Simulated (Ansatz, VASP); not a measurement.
**Ag in VASP and in Ansatz**

```
CELL_PARAMETERS angstrom
0.00000 3.18844 3.18844
3.18844 0.00000 3.18844
3.18844 3.18844 0.00000
ATOMIC_POSITIONS crystal
Ag 0.12500 0.12500 0.12500
Ag 0.87500 0.87500 0.87500
```

Alike in both runs: task single point; functional RPBE; k mesh 10 × 10 × 10; occupations fermi-dirac, width 0.1 eV; no spin polarisation.

|  | VASP | Ansatz |
| --- | --- | --- |
| version | VASP 6.6.1 | Ansatz 0.2.0 |
| potentials or method | VASP PAW PBE potentials, release 64 (Ag), cutoff 520 eV | plane waves (420 eV) with PAW, scalar-relativistic |
| valence electrons in the cell | 22 | 38 |

|  | VASP | Ansatz | Ansatz less VASP |
| --- | --- | --- | --- |
| pressure (GPa) | 0.0 | 0.0 | +0.03 |

VASP's potentials were made for PBE, not for RPBE. VASP's potentials hold 22 valence electrons a cell and Ansatz's 38, so a difference there can come from the potentials and not from the codes.
